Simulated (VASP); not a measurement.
# SnO (P4/nmm) in VASP: settings compared

SnO is run at these levels: PBE0, r2SCAN; tasks: single point.

Everything below comes from runs of VASP 6.6.1. Logs are shortened: lines on timing, memory, paths and dates and some standing lists are left out, and cuts for length are marked.

**1. The cell of the first run**

Symmetry: P4/nmm, No. 129, tetragonal system. Conventional cell: a = 3.814 Å, b = 3.814 Å, c = 4.887 Å, α = 90.00°, β = 90.00°, γ = 90.00°. Sn (site symmetry 4mm) has 4 O at 2.23 Å within 2.9 Å. O (site symmetry -4m2) has 4 Sn at 2.23 Å and 4 O at 2.70 Å within 2.9 Å.

**2. Single point, PBE0**

Input file POSCAR:

```
SnO
1.0
    3.8136952200      0.0000000000      0.0000000000
    0.0000000000      3.8136952200      0.0000000000
    0.0000000000      0.0000000000      4.8869133000
Sn O
2 2
Direct
    0.5000000000      0.0000000000      0.7646261400
    0.0000000000      0.5000000000      0.2353738600
    0.0000000000      0.0000000000      0.0000000000
    0.5000000000      0.5000000000      0.0000000000
```

Input file INCAR.step1:

```
SYSTEM = SnO
ALGO = Normal
EDIFF = 1E-5
ENCUT = 520
GGA = PE
ISIF = 2
ISMEAR = -1
LASPH = .True.
LCHARG = .False.
LREAL = .False.
LUSENCCL = .False.
LWAVE = .True.
NBANDS = 28
NELM = 100
PREC = Accurate
SIGMA = 0.05
```

Input file INCAR.step2:

```
SYSTEM = SnO
AEXX = 0.25
ALGO = Normal
EDIFF = 1E-7
ENCUT = 520
GGA = PE
ISIF = 2
ISMEAR = -1
ISTART = 1
LASPH = .True.
LCHARG = .False.
LHFCALC = .True.
LREAL = .False.
LUSENCCL = .False.
LWAVE = .False.
NBANDS = 28
NELM = 100
PREC = Accurate
PRECFOCK = Normal
SIGMA = 0.05
```

Input file KPOINTS:

```
k-points
0
Gamma
  4 4 3
  0 0 0
```

Potentials or basis: VASP PAW PBE potentials, release 64 (Sn_d, O).

On the command line:

```bash
> cat potpaw_PBE.64/Sn_d/POTCAR potpaw_PBE.64/O/POTCAR > POTCAR
> cp INCAR.step1 INCAR
> mpirun -np 1 vasp_std > vasp.out
> cp INCAR.step2 INCAR
> mpirun -np 1 vasp_std > vasp.out
```

OUTCAR:

```text
SYSTEM = SnO
   AEXX = 0.25
   EDIFF = 1E-7
   ENCUT = 520
   GGA = PE
   ISIF = 2
   ISMEAR = -1
   ISTART = 1
   LASPH = .True.
   LHFCALC = .True.
   LREAL = .False.
   NELM = 100
   PREC = Accurate
   PRECFOCK = Normal

 ion  position               nearest neighbor table
   1  0.500  0.000  0.765-   3 2.23   4 2.23   4 2.23   3 2.23   2 3.54   2 3.54   2 3.54   2 3.54
                             2 3.74   2 3.74   2 3.74   2 3.74
   2  0.000  0.500  0.235-   3 2.23   4 2.23   3 2.23   4 2.23   1 3.54   1 3.54   1 3.54   1 3.54
                             1 3.74   1 3.74   1 3.74   1 3.74
   3  0.000  0.000  0.000-   1 2.23   2 2.23   2 2.23   1 2.23
   4  0.500  0.500  0.000-   1 2.23   2 2.23   1 2.23   2 2.23

  LATTYP: Found a simple tetragonal cell.
 ALAT       =     3.8136952200
 C/A-ratio  =     1.2814116016

  Lattice vectors:

 A1 = (   3.8136952200,   0.0000000000,   0.0000000000)
 A2 = (   0.0000000000,   3.8136952200,   0.0000000000)
 A3 = (   0.0000000000,   0.0000000000,   4.8869133000)

Analysis of symmetry for initial positions (statically):
=====================================================================
 Subroutine PRICEL returns:
 Original cell was already a primitive cell.

 Routine SETGRP: Setting up the symmetry group for a
 simple tetragonal supercell.

 Subroutine GETGRP returns: Found 16 space group operations
 (whereof  8 operations were pure point group operations)
 out of a pool of 16 trial point group operations.

The static configuration has the point symmetry D_2d.
 The point group associated with its full space group is D_4h.

Analysis of symmetry for dynamics (positions and initial velocities):
=====================================================================
 Subroutine PRICEL returns:
 Original cell was already a primitive cell.

 Routine SETGRP: Setting up the symmetry group for a
 simple tetragonal supercell.

 Subroutine GETGRP returns: Found 16 space group operations
 (whereof  8 operations were pure point group operations)
 out of a pool of 16 trial point group operations.

The dynamic configuration has the point symmetry D_2d.
 The point group associated with its full space group is D_4h.

 Subroutine INISYM returns: Found 16 space group operations
 (whereof  8 operations are pure point group operations),
 and found     1 'primitive' translations

----------------------------------------------------------------------------------------

                                     Primitive cell

  volume of cell :      71.0766

  direct lattice vectors                    reciprocal lattice vectors
     3.813695220  0.000000000  0.000000000     0.262212878  0.000000000  0.000000000
     0.000000000  3.813695220  0.000000000     0.000000000  0.262212878  0.000000000
     0.000000000  0.000000000  4.886913300     0.000000000  0.000000000  0.204628144

  length of vectors
     3.813695220  3.813695220  4.886913300     0.262212878  0.262212878  0.204628144

  position of ions in fractional coordinates (direct lattice)
     0.500000000  0.000000000  0.764626140
     0.000000000  0.500000000  0.235373860
     0.000000000  0.000000000  0.000000000
     0.500000000  0.500000000  0.000000000

  ion indices of the primitive-cell ions
   primitive index   ion index
                 1           1
                 2           2
                 3           3
                 4           4

----------------------------------------------------------------------------------------

 KPOINTS: k-points

Automatic generation of k-mesh.
 Grid dimensions read from file:
 generate k-points for:    4    4    3

 Generating k-lattice:

  Cartesian coordinates                     Fractional coordinates (reciprocal lattice)
     0.065553220  0.000000000  0.000000000     0.250000000  0.000000000  0.000000000
     0.000000000  0.065553220  0.000000000     0.000000000  0.250000000  0.000000000
     0.000000000  0.000000000  0.068209381     0.000000000  0.000000000  0.333333333

  Length of vectors
     0.065553220  0.065553220  0.068209381

  Shift w.r.t. Gamma in fractional coordinates (k-lattice)
     0.000000000  0.000000000  0.000000000

 Subroutine IBZKPT returns following result:
 ===========================================

 Found     12 irreducible k-points:

 Following reciprocal coordinates:
            Coordinates               Weight
  0.000000  0.000000  0.000000      1.000000
  0.250000  0.000000  0.000000      4.000000
  0.500000  0.000000  0.000000      2.000000
  0.250000  0.250000  0.000000      4.000000
  0.500000  0.250000  0.000000      4.000000
  0.500000  0.500000  0.000000      1.000000
  0.000000  0.000000  0.333333      2.000000
  0.250000  0.000000  0.333333      8.000000
  0.500000  0.000000  0.333333      4.000000
  0.250000  0.250000  0.333333      8.000000
  0.500000  0.250000  0.333333      8.000000
  0.500000  0.500000  0.333333      2.000000
   k-points           NKPTS =     12   k-points in BZ     NKDIM =     48   number of bands    NBANDS=     28
   number of dos      NEDOS =    301   number of ions     NIONS =      4
   total plane-waves  NPLWV =  28224
   dimension x,y,z NGX =    28 NGY =   28 NGZ =   36
   dimension x,y,z NGXF=    56 NGYF=   56 NGZF=   72
   ions per type =               2   2
   NGX,Y,Z   is equivalent  to a cutoff of  12.21, 12.21, 12.25 a.u.
   NGXF,Y,Z  is equivalent  to a cutoff of  24.41, 24.41, 24.49 a.u.
 SYSTEM =  SnO
   PREC   = accura    normal or accurate (medium, high low for compatibility)
   ISTART =      1    job   : 0-new  1-cont  2-samecut
   ICHARG =      0    charge: 1-file 2-atom 10-const
   ISPIN  =      1    spin polarized calculation?
   LNONCOLLINEAR =      F non collinear calculations
   LSORBIT =      F    spin-orbit coupling
   LASPH  =      T    aspherical Exc in radial PAW
   ENCUT  =  520.0 eV  38.22 Ry    6.18 a.u.   7.09  7.09  9.09*2*pi/ulx,y,z
   NELM   =    100;   NELMIN=  2; NELMDL=  0     # of ELM steps
   EDIFF  = 0.1E-06   stopping-criterion for ELM
   LREAL  =      F    real-space projection
   EDIFFG = 0.1E-05   stopping-criterion for IOM
   NSW    =      0    number of steps for IOM
   IBRION =     -1    ionic relax: 0-MD 1-quasi-New 2-CG
   NFREE  =      0    steps in history (QN), initial steepest desc. (CG)
   ISIF   =      2    stress and relaxation
   ISYM   =      3    0-nonsym 1-usesym 2-fastsym
   POTIM  = 0.5000    time-step for ionic-motion
   TEBEG  =    0.0;   TEEND  =   0.0 temperature during run
   PSTRESS=    0.0 pullay stress
   NELECT =      40.0000    total number of electrons
   NUPDOWN=      -1.0000    fix difference up-down
   EMIN   =  10.00;   EMAX   =-10.00  energy-range for DOS
   EFERMI =   0.00;   METHOD = LEGACY
   ISMEAR =    -1;   SIGMA  =   0.05  broadening in eV -4-tet -1-fermi 0-gaus
   EFERMI_NEDOS =   21; number of points for ismear=-14 and -15
   IALGO  =     38    algorithm
   IMIX   =      1    mixing-type and parameters
     AMIX     =   0.40;   BMIX     =  1.00
     AMIX_MAG =   1.60;   BMIX_MAG =  1.00
  volume/ion in A,a.u.               =      17.77       119.91
  Fermi-wavevector in a.u.,A,eV,Ry     =   1.351614  2.554180 24.855939  1.826860
  Thomas-Fermi vector in A             =   2.479021
   LORBIT       =      0    0 simple, 1 ext, 2 COOP (PROOUT), +10 PAW based schemes
   GGA     = PE    functional components
   LHFCALC =     T    Hartree Fock is set to
   PRECFOCK=normal    Normal, Fast or Accurate (Low or Medium for compatibility)
   ENCUT4O =  -1.0   cutoff for four orbital integrals eV
   NKREDX  =     1    reduce k-point grid by
   NKREDY  =     1    reduce k-point grid by
   NKREDZ  =     1    reduce k-point grid by
   AEXX    =    0.2500 exact exchange contribution
   HFSCREEN=    0.0000 screening length (either q_TF or 0.3 A-1)
   HFSCREENC=   0.0000 screening length for correlation (either q_TF or 0.3 A-1)
   ENCUTFOCK=  -1.0 apply spherical cutoff to Coloumb kernel
   IVDW    =     0    specifies the selected vdW correction
   LEPSILON=     F    determine dielectric tensor
   LRPA    =     F    only Hartree local field effects (RPA)
 non-spin polarized calculation
  energy-cutoff  :      520.00
  volume of cell :       71.08
 maximum number of plane-waves:      1926
  NGX = 24; NGY = 24; NGZ = 28

 number of electron      39.9999978 magnetization

 Free energy of the ion-electron system (eV)
  ---------------------------------------------------
  ext. energy  EPLUGINS =         0.00000000
  ---------------------------------------------------
  free energy    TOTEN  =       -30.16403935 eV

  energy without entropy =      -30.16403892  energy(sigma->0) =      -30.16403913

 E-fermi :   7.0274     XC(G=0):  -8.0220

 val. band max:        6.4402387878   @ k =   0.0000   0.0000   0.0000
 cond. band min:       7.6491321234   @ k =   0.5000   0.5000   0.0000
 fundamental gap:      1.2088933356
 Fermi energy:         7.0273552952

 k-point     1 :       0.0000    0.0000    0.0000
  band No.  band energies     occupation
      1     -17.9570      2.00000
      2     -17.4517      2.00000
      3     -17.4341      2.00000
      4     -17.4341      2.00000
      5     -17.3829      2.00000
      6     -17.3669      2.00000
[... 20 lines left out ...]
     27      14.6791      0.00000
     28      15.0319      0.00000

 k-point     2 :       0.2500    0.0000    0.0000
  band No.  band energies     occupation
      1     -17.9227      2.00000
      2     -17.5782      2.00000
      3     -17.4238      2.00000
      4     -17.4210      2.00000
      5     -17.4148      2.00000
      6     -17.3894      2.00000
[... 20 lines left out ...]
     27      15.1834      0.00000
     28      18.5028      0.00000

 k-point     3 :       0.5000    0.0000    0.0000
  band No.  band energies     occupation
      1     -17.8141      2.00000
      2     -17.8141      2.00000
      3     -17.4034      2.00000
      4     -17.4034      2.00000
      5     -17.4005      2.00000
      6     -17.4005      2.00000
[... 244 lines left out ...]
      3     -17.4135      2.00000
      4     -17.4135      2.00000
      5     -17.3902      2.00000
      6     -17.3902      2.00000
[... 20 lines left out ...]
     27      16.9926      0.00000
     28      16.9926      0.00000

 k-point    12 :       0.5000    0.5000    0.3333
  band No.  band energies     occupation
      1     -17.8670      2.00000
      2     -17.8670      2.00000
      3     -17.3974      2.00000
      4     -17.3974      2.00000
      5     -17.3862      2.00000
      6     -17.3862      2.00000
[... 20 lines left out ...]
     27      17.3289      0.00000
     28      17.3289      0.00000

------------------------ aborting loop because EDIFF is reached ----------------------------------------

  FORCE on cell =-STRESS in cart. coord.  units (eV):
  Direction    XX          YY          ZZ          XY          YZ          ZX
  --------------------------------------------------------------------------------------
  -------------------------------------------------------------------------------------
  Total       -0.3527521     -0.3527521     -0.1155129      0.0000000     -0.0000000      0.0000000
  in kB       -7.9515830     -7.9515830     -2.6038416      0.0000000     -0.0000000      0.0000000
  external PRESSURE =      -6.1690025 kB  Pullay stress =       0.0000000 kB

 VOLUME and BASIS-vectors are now :
 -----------------------------------------------------------------------------
  energy-cutoff  :      520.00
  volume of cell :       71.08
      direct lattice vectors                 reciprocal lattice vectors
     3.813695220  0.000000000  0.000000000     0.262212878  0.000000000  0.000000000
     0.000000000  3.813695220  0.000000000     0.000000000  0.262212878  0.000000000
     0.000000000  0.000000000  4.886913300     0.000000000  0.000000000  0.204628144

 POSITION                                       TOTAL-FORCE (eV/Angst)
 -----------------------------------------------------------------------------------
      1.90685      0.00000      3.73666         0.000000      0.000000      0.150931
      0.00000      1.90685      1.15025        -0.000000      0.000000     -0.150931
      0.00000      0.00000      0.00000         0.000000      0.000000      0.000000
      1.90685      1.90685      0.00000         0.000000      0.000000      0.000000
 -----------------------------------------------------------------------------------
    total drift:                               -0.000001      0.000001      0.000003

  FREE ENERGIE OF THE ION-ELECTRON SYSTEM (eV)
  ---------------------------------------------------
  free  energy   TOTEN  =       -30.1640393505 eV

  energy  without entropy=      -30.1640389170  energy(sigma->0) =      -30.16403913
```

Run time: 4.2 min. Hardware: 1 × NVIDIA H100 80GB with 1 thread of Intel Xeon Platinum 8481C at 2.70GHz (Sapphire Rapids), shared host; peak memory 1.2 GiB.

Results:

```yaml
Free_energy: -30.1640 eV
Pressure: -0.6 GPa
Largest_force: 0.151 eV/Å
Band_gap_on_the_k_mesh: 1.21 eV, indirect (least direct gap 3.40 eV)
```

Forces in eV/Å, atoms in the order of the input:
```
Sn   0.000  0.000  0.151
Sn   0.000  0.000 -0.151
O    0.000  0.000  0.000
O    0.000  0.000  0.000
```

Stress tensor (GPa, compression positive):
```
-0.80  0.00  0.00
 0.00 -0.80  0.00
 0.00  0.00 -0.26
```

Caveat: the k points lie up to 0.43 Å⁻¹ apart; the PAW data sets were made with another functional, which shifts forces and pressure a little; spin-orbit coupling is left out, which moves the levels of the heavy elements.

[end of part 1 of 2]
